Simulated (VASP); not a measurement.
Runs of VASP 6.6.1 on TaAl2. The structure is that of space group Fm-3m (No. 225), or close to it. The cells are those of the table. 

```tsv
task	cell	k mesh	cutoff (eV)	gap on the mesh (eV)	pressure (GPa)	relaxed volume (Å³/atom)
relaxation of cell and atoms	relaxed from a = 4.349 Å, angles 60.0°, 3 atoms	6 × 6 × 6	600	none	0.0	(a)
relaxation of cell and atoms	relaxed from a = 4.431 Å, angles 60.0°, 3 atoms	12 × 12 × 12	600	none	0.0	20.53
single point	a = 4.431 Å, angles 60.0°, 3 atoms	6 × 6 × 6	520	none	-0.2	-
single point	a = 4.349 Å, angles 60.0°, 3 atoms	6 × 6 × 6	520	none	5.4	-
single point	a = 4.433 Å, angles 60.0°, 3 atoms	12 × 12 × 12	520	none	0.0	-
```

Alike in all rows: level PBE; potentials or basis VASP PAW PBE potentials, release 64 (Ta_pv, Al); no spin polarisation; smearing gaussian 0.1 eV.

Question: Estimate the missing entries.

Answer: (a) 20.47.

Caveats: spin-orbit coupling is left out, which moves the levels of the heavy elements.

A k mesh can miss the band edges, and the runs leave out spin-orbit coupling on Ta.

A gap of «none» marks levels without a gap at the run's occupations.
